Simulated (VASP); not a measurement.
# V (Im-3m) in VASP: settings compared

The runs below take V through equation of state, elastic constants, with MS2, PBEsol.

Everything below comes from runs of VASP 6.6.1. Logs are shortened: lines on timing, memory, paths and dates and some standing lists are left out, and cuts for length are marked.

## (1) The cell of the first run

Symmetry: Im-3m, No. 229, cubic system. Conventional cell: a = 3.029 Å, b = 3.029 Å, c = 3.029 Å, α = 90.00°, β = 90.00°, γ = 90.00°. V (site symmetry m-3m) has 14 V at 2.62 to 3.03 Å within 3.5 Å.

## (2) Equation of state, MS2, collinear spin, ferromagnetic start

POSCAR.step1

```
V
1.0
   -1.4674840603      1.4674840603      1.4674840603
    1.4674840603     -1.4674840603      1.4674840603
    1.4674840603      1.4674840603     -1.4674840603
V
1
Direct
    0.0000000000      0.0000000000      0.0000000000
```

POSCAR.step2

```
V
1.0
   -1.4834362237      1.4834362237      1.4834362237
    1.4834362237     -1.4834362237      1.4834362237
    1.4834362237      1.4834362237     -1.4834362237
V
1
Direct
    0.0000000000      0.0000000000      0.0000000000
```

POSCAR.step3

```
V
1.0
   -1.4990524895      1.4990524895      1.4990524895
    1.4990524895     -1.4990524895      1.4990524895
    1.4990524895      1.4990524895     -1.4990524895
V
1
Direct
    0.0000000000      0.0000000000      0.0000000000
```

POSCAR.step4

```
V
1.0
   -1.5143500000      1.5143500000      1.5143500000
    1.5143500000     -1.5143500000      1.5143500000
    1.5143500000      1.5143500000     -1.5143500000
V
1
Direct
    0.0000000000      0.0000000000      0.0000000000
```

POSCAR.step5

```
V
1.0
   -1.5293445395      1.5293445395      1.5293445395
    1.5293445395     -1.5293445395      1.5293445395
    1.5293445395      1.5293445395     -1.5293445395
V
1
Direct
    0.0000000000      0.0000000000      0.0000000000
```

POSCAR.step6

```
V
1.0
   -1.5440506776      1.5440506776      1.5440506776
    1.5440506776     -1.5440506776      1.5440506776
    1.5440506776      1.5440506776     -1.5440506776
V
1
Direct
    0.0000000000      0.0000000000      0.0000000000
```

POSCAR.step7

```
V
1.0
   -1.5584818943      1.5584818943      1.5584818943
    1.5584818943     -1.5584818943      1.5584818943
    1.5584818943      1.5584818943     -1.5584818943
V
1
Direct
    0.0000000000      0.0000000000      0.0000000000
```

INCAR

```
METAGGA = MS2
ISPIN = 2
MAGMOM = 2
LORBIT = 11
ISMEAR = 1
SIGMA = 0.1
LWAVE = False
LCHARG = False
ISIF = 2
NSW = 0
ENCUT = 610
PREC = Accurate
LASPH = True
LREAL = False
ALGO = Normal
EDIFF = 1E-7
NELM = 200
GGA_COMPAT = False
LMAXMIX = 4
LMIXTAU = True
KPAR = 2
```

KPOINTS

```
k-points
0
Gamma
  15 15 15
```

Potentials or basis: VASP PAW PBE potentials, release 64 (V_sv_GW).

Launch:

```console
> cat potpaw_PBE.64/V_sv_GW/POTCAR > POTCAR
> cp POSCAR.step1 POSCAR
> mpirun -np 2 vasp_std > vasp.out
> cp POSCAR.step2 POSCAR
> mpirun -np 2 vasp_std > vasp.out
> cp POSCAR.step3 POSCAR
> mpirun -np 2 vasp_std > vasp.out
> cp POSCAR.step4 POSCAR
> mpirun -np 2 vasp_std > vasp.out
> cp POSCAR.step5 POSCAR
> mpirun -np 2 vasp_std > vasp.out
> cp POSCAR.step6 POSCAR
> mpirun -np 2 vasp_std > vasp.out
> cp POSCAR.step7 POSCAR
> mpirun -np 2 vasp_std > vasp.out
```

OUTCAR:

```text
METAGGA = MS2
   ISPIN = 2
   LORBIT = 11
   ISMEAR = 1
   ISIF = 2
   NSW = 0
   ENCUT = 610
   PREC = Accurate
   LASPH = True
   LREAL = False
   EDIFF = 1E-7
   NELM = 200

 Found    120 irreducible k-points:

 Following reciprocal coordinates:
            Coordinates               Weight
  0.000000  0.000000  0.000000      1.000000
  0.066667  0.000000  0.000000     12.000000
  0.133333  0.000000  0.000000     12.000000
  0.200000  0.000000  0.000000     12.000000
  0.266667  0.000000  0.000000     12.000000
  0.333333  0.000000  0.000000     12.000000
   k-points           NKPTS =    120   k-points in BZ     NKDIM =    120   number of bands    NBANDS=     11
   number of dos      NEDOS =    301   number of ions     NIONS =      1
   total plane-waves  NPLWV =  13824
   dimension x,y,z NGX =    24 NGY =   24 NGZ =   24
   dimension x,y,z NGXF=    48 NGYF=   48 NGZF=   48
   ions per type =               1
   NGX,Y,Z   is equivalent  to a cutoff of  14.78, 14.78, 14.78 a.u.
   NGXF,Y,Z  is equivalent  to a cutoff of  29.56, 29.56, 29.56 a.u.
 SYSTEM =  unknown system
   PREC   = accura    normal or accurate (medium, high low for compatibility)
   ISTART =      0    job   : 0-new  1-cont  2-samecut
   ICHARG =      2    charge: 1-file 2-atom 10-const
   ISPIN  =      2    spin polarized calculation?
   LNONCOLLINEAR =      F non collinear calculations
   LSORBIT =      F    spin-orbit coupling
   LASPH  =      T    aspherical Exc in radial PAW
   ENCUT  =  610.0 eV  44.83 Ry    6.70 a.u.   5.44  5.44  5.44*2*pi/ulx,y,z
   NELM   =    200;   NELMIN=  2; NELMDL=  0     # of ELM steps
   EDIFF  = 0.1E-06   stopping-criterion for ELM
   LREAL  =      F    real-space projection
   EDIFFG = 0.1E-05   stopping-criterion for IOM
   NSW    =      0    number of steps for IOM
   IBRION =     -1    ionic relax: 0-MD 1-quasi-New 2-CG
   NFREE  =      0    steps in history (QN), initial steepest desc. (CG)
   ISIF   =      2    stress and relaxation
   ISYM   =      2    0-nonsym 1-usesym 2-fastsym
   POTIM  = 0.5000    time-step for ionic-motion
   TEBEG  =    0.0;   TEEND  =   0.0 temperature during run

   SCALEE = 1.0000    scale energy and forces
   PSTRESS=    0.0 pullay stress
   NELECT =      13.0000    total number of electrons
   NUPDOWN=      -1.0000    fix difference up-down
   EMIN   =  10.00;   EMAX   =-10.00  energy-range for DOS
   EFERMI =   0.00;   METHOD = LEGACY
   ISMEAR =     1;   SIGMA  =   0.10  broadening in eV -4-tet -1-fermi 0-gaus
   EFERMI_NEDOS =   21; number of points for ismear=-14 and -15
   IALGO  =     38    algorithm
   IMIX   =      4    mixing-type and parameters
     AMIX     =   0.40;   BMIX     =  1.00
     AMIX_MAG =   1.60;   BMIX_MAG =  1.00
  volume/ion in A,a.u.               =      15.14       102.18
  Fermi-wavevector in a.u.,A,eV,Ry     =   1.555969  2.940354 32.940230  2.421039
  Thomas-Fermi vector in A             =   2.659833
   LORBIT       =     11    0 simple, 1 ext, 2 COOP (PROOUT), +10 PAW based schemes
   METAGGA = MS2    functional components
   LHFCALC =     F    Hartree Fock is set to
   AEXX    =    0.0000 exact exchange contribution
   IVDW    =     0    specifies the selected vdW correction
   LEPSILON=     F    determine dielectric tensor
   LRPA    =     F    only Hartree local field effects (RPA)

   CSHIFT  =0.1000    complex shift for real part using Kramers Kronig

   OMEGAMAX=  -1.0    maximum frequency
 spin polarized calculation
 Methfessel and Paxton  Order N= 1 SIGMA  =   0.10
  energy-cutoff  :      610.00
  volume of cell :       15.14
 maximum number of plane-waves:       537
 NGX is ok and might be reduce to    24
   NGX = 11   NGY = 11   NGZ = 11

 number of electron      13.0000003 magnetization       0.6933187

 Free energy of the ion-electron system (eV)
  ---------------------------------------------------
  ext. energy  EPLUGINS =         0.00000000
  ---------------------------------------------------
  free energy    TOTEN  =       -15.27141586 eV

  energy without entropy =      -15.27185129  energy(sigma->0) =      -15.27156100

 E-fermi :   8.4266     XC(G=0): -12.7458

 val. band max:        8.4242234322   @ k =  -0.2667   0.3333   0.2000
 cond. band min:       8.4366202433   @ k =   0.2000   0.0667   0.0667
 fundamental gap:      0.0123968111
 Fermi energy:         8.4265677415

 spin component 1

 k-point     1 :       0.0000    0.0000    0.0000
  band No.  band energies     occupation
      1     -58.3587      1.00000
      2     -30.4331      1.00000
      3     -30.4331      1.00000
      4     -30.4331      1.00000
      5       1.6381      1.00000
      6       8.1924      1.00228
      7       8.1924      1.00228
      8       8.1925      1.00229
      9      10.8797      0.00000
     10      10.8798      0.00000
     11      27.8064      0.00000

 k-point     2 :       0.0667    0.0000    0.0000
  band No.  band energies     occupation
      1     -58.3539      1.00000
      2     -30.4604      1.00000
      3     -30.4417      1.00000
      4     -30.4335      1.00000
      5       1.8009      1.00000
      6       8.1291      1.00011
      7       8.1811      1.00142
      8       8.3028      1.03543
      9      10.7989      0.00000
     10      10.8831      0.00000
     11      27.4375      0.00000

 k-point     3 :       0.1333    0.0000    0.0000
  band No.  band energies     occupation
      1     -58.3402      1.00000
      2     -30.5343      1.00000
      3     -30.4655      1.00000
      4     -30.4337      1.00000
      5       2.2732      1.00000
      6       7.9543      1.00000
      7       8.1334      1.00014
      8       8.6247     -0.00850
      9      10.6139      0.00000
     10      10.8984      0.00000
     11      26.2748      0.00000

 k-point     4 :       0.2000    0.0000    0.0000
  band No.  band energies     occupation
      1     -58.3202      1.00000
      2     -30.6439      1.00000
      3     -30.5011      1.00000
      4     -30.4336      1.00000
      5       3.0001      1.00000
      6       7.7070      1.00000
      7       8.0314      1.00000
      8       9.1264     -0.00000
      9      10.4506      0.00000
     10      10.9324      0.00000
     11      24.5102      0.00000

 k-point     5 :       0.2667    0.0000    0.0000
  band No.  band energies     occupation
      1     -58.2970      1.00000
      2     -30.7679      1.00000
      3     -30.5414      1.00000
      4     -30.4338      1.00000
      5       3.8635      1.00000
      6       7.4368      1.00000
      7       7.9428      1.00000
      8       9.7521     -0.00000
      9      10.3975     -0.00000
     10      10.9889      0.00000
     11      22.3918      0.00000

 k-point     6 :       0.3333    0.0000    0.0000
  band No.  band energies     occupation
      1     -58.2748      1.00000
      2     -30.8847      1.00000
      3     -30.5796      1.00000
      4     -30.4338      1.00000
      5       4.6358      1.00000
      6       7.1905      1.00000
      7       8.0799      1.00001
      8      10.4146     -0.00000
      9      10.4421      0.00000
     10      11.0625      0.00000
     11      20.2301      0.00000

 [... further k-points ...]

 spin component 2

 k-point     1 :       0.0000    0.0000    0.0000
  band No.  band energies     occupation
      1     -57.8902      1.00000
      2     -29.8827      1.00000
      3     -29.8827      1.00000
      4     -29.8827      1.00000
      5       2.0256      1.00000
      6       9.3036     -0.00000
      7       9.3036     -0.00000
      8       9.3036     -0.00000
      9      10.7897      0.00000
     10      10.7897      0.00000
     11      28.1364      0.00000

 k-point     2 :       0.0667    0.0000    0.0000
  band No.  band energies     occupation
      1     -57.8854      1.00000
      2     -29.9097      1.00000
      3     -29.8911      1.00000
      4     -29.8831      1.00000
      5       2.1883      1.00000
      6       9.2349     -0.00000
      7       9.2852     -0.00000
      8       9.4162     -0.00000
      9      10.7154      0.00000
     10      10.7942      0.00000
     11      27.7473      0.00000

 k-point     3 :       0.1333    0.0000    0.0000
  band No.  band energies     occupation
      1     -57.8719      1.00000
      2     -29.9834      1.00000
      3     -29.9145      1.00000
      4     -29.8834      1.00000
      5       2.6613      1.00000
      6       9.0456     -0.00000
      7       9.1889     -0.00000
      8       9.7446     -0.00000
      9      10.5751      0.00000
     10      10.8125      0.00000
     11      26.6038      0.00000

 k-point     4 :       0.2000    0.0000    0.0000
  band No.  band energies     occupation
      1     -57.8520      1.00000
      2     -30.0927      1.00000
      3     -29.9493      1.00000
      4     -29.8836      1.00000
      5       3.3932      1.00000
      6       8.7791     -0.00000
      7       8.9559     -0.00000
      8      10.2579     -0.00000
      9      10.5291      0.00000
     10      10.8502      0.00000
     11      24.8974      0.00000

 k-point     5 :       0.2667    0.0000    0.0000
  band No.  band energies     occupation
      1     -57.8290      1.00000
      2     -30.2161      1.00000
      3     -29.9889      1.00000
      4     -29.8840      1.00000
      5       4.2757      1.00000
      6       8.4892      0.06839
      7       8.6909     -0.00060
      8      10.6149      0.00000
      9      10.9004      0.00000
     10      10.9100      0.00000
     11      22.8551      0.00000

 k-point     6 :       0.3333    0.0000    0.0000
  band No.  band energies     occupation
      1     -57.8069      1.00000
      2     -30.3324      1.00000
      3     -30.0265      1.00000
      4     -29.8842      1.00000
      5       5.0980      1.00000
      6       8.2261      1.00788
      7       8.6490     -0.00363
      8      10.7534      0.00000
      9      10.9857      0.00000
     10      11.5844      0.00000
     11      20.7725      0.00000

 [... further k-points ...]
[... 5 lines left out ...]
  --------------------------------------------------------------------------------------
  -------------------------------------------------------------------------------------
  Total       -1.9369579     -1.9369579     -1.9369579     -0.0000000      0.0000000      0.0000000
  in kB     -204.9582927   -204.9582927   -204.9582927     -0.0000000      0.0000000      0.0000000
  external PRESSURE =    -204.9582927 kB  Pullay stress =       0.0000000 kB

 VOLUME and BASIS-vectors are now :
 -----------------------------------------------------------------------------
  energy-cutoff  :      610.00
  volume of cell :       15.14
      direct lattice vectors                 reciprocal lattice vectors
    -1.558481894  1.558481894  1.558481894     0.000000000  0.320825030  0.320825030
     1.558481894 -1.558481894  1.558481894     0.320825030  0.000000000  0.320825030
     1.558481894  1.558481894 -1.558481894     0.320825030  0.320825030  0.000000000

 POSITION                                       TOTAL-FORCE (eV/Angst)
 -----------------------------------------------------------------------------------
      0.00000      0.00000      0.00000         0.000000      0.000000      0.000000
 -----------------------------------------------------------------------------------
    total drift:                               -0.000000     -0.000000      0.000000

  FREE ENERGIE OF THE ION-ELECTRON SYSTEM (eV)
  ---------------------------------------------------
  free  energy   TOTEN  =       -15.2714158605 eV

  energy  without entropy=      -15.2718512852  energy(sigma->0) =      -15.27156100

 total charge

# of ion       s       p       d       f       tot
--------------------------------------------------
    1        2.098   5.998   2.454   0.003  10.553

 magnetization (x)

# of ion       s       p       d       f       tot
--------------------------------------------------
    1        0.003   0.019   0.490   0.001   0.512
```

Wall time 37 min (2 MPI ranks of AMD EPYC 7R43 (Zen 3), shared host); peak memory 0.19 GiB.

Results:

```
Equilibrium volume : 13.17 Å³/atom (rough: see the caveat)
Bulk modulus       : 163 GPa (rough)
```

Energy against volume, from the lowest point:
```tsv
volume (Å³/atom)	energy (meV/atom)
12.641	12.76
13.058	0.00
13.474	3.83
13.891	21.94
14.308	43.32
14.725	78.60
15.141	122.57
```

Caveat: the fit of the energies and the printed pressures disagree; the fit is doubtful: noisy points or a state that changes with volume; the PAW data sets were made with another functional, which shifts forces and pressure a little.

## (3) Elastic constants, PBEsol, collinear spin, ferromagnetic start

INCAR

```
PREC = Accurate ; ENCUT = 600
EDIFF = 1E-8 ; ISMEAR = -1
SIGMA = 0.05 ; LREAL = F
LASPH = T ; NELM = 150
ALGO = Fast ; ISIF = 3
LWAVE = F ; LCHARG = F
ISPIN = 2 ; MAGMOM = 2
LORBIT = 11 ; LMAXMIX = 4
GGA = PS ; NBANDS = 16
IBRION = 6 ; NFREE = 2
POTIM = 0.015 ; NSW = 1
```

KPOINTS

```
Automatic mesh
0
Gamma
  9 9 9
```

POSCAR

```
V
1.0
   -1.5143500000      1.5143500000      1.5143500000
    1.5143500000     -1.5143500000      1.5143500000
    1.5143500000      1.5143500000     -1.5143500000
V
1
Direct
    0.0000000000      0.0000000000      0.0000000000
```

Potentials or basis: VASP PAW PBE potentials, release 64 (V_sv).

Launch:

```console
> cat potpaw_PBE.64/V_sv/POTCAR > POTCAR
> mpirun -np 1 vasp_std > vasp.out
```

Wall time 10 min (1 thread of AMD EPYC 7R13, shared host); peak memory 0.28 GiB.

It converged, with:

- Net moment: 0.00 μB per cell
- Valence electrons inside the program's atomic spheres: V 11.61
- Elastic constants C11, C12, C44: 171, 142, -57 GPa
- Voigt bulk modulus: 152 GPa

Elastic tensor in Voigt notation (GPa, in the Cartesian axes of the cell as first typed):
```
171 142 142   0   0   0
142 171 142   0   0   0
142 142 171   0   0   0
  0   0   0 -57   0   0
  0   0   0   0 -57   0
  0   0   0   0   0 -57
```

Clamped-ion elastic tensor (GPa):
```
171 142 142   0   0   0
142 171 142   0   0   0
142 142 171   0   0   0
  0   0   0 -57   0   0
  0   0   0   0 -57   0
  0   0   0   0   0 -57
```

Caveat: the cell is under stress, which shifts elastic constants; the elastic tensor has a negative eigenvalue, so either the cell is unstable as it stands or the mesh is too thin; the moments typed at the start vanished in this run; the PAW data sets were made with another functional, which shifts forces and pressure a little.
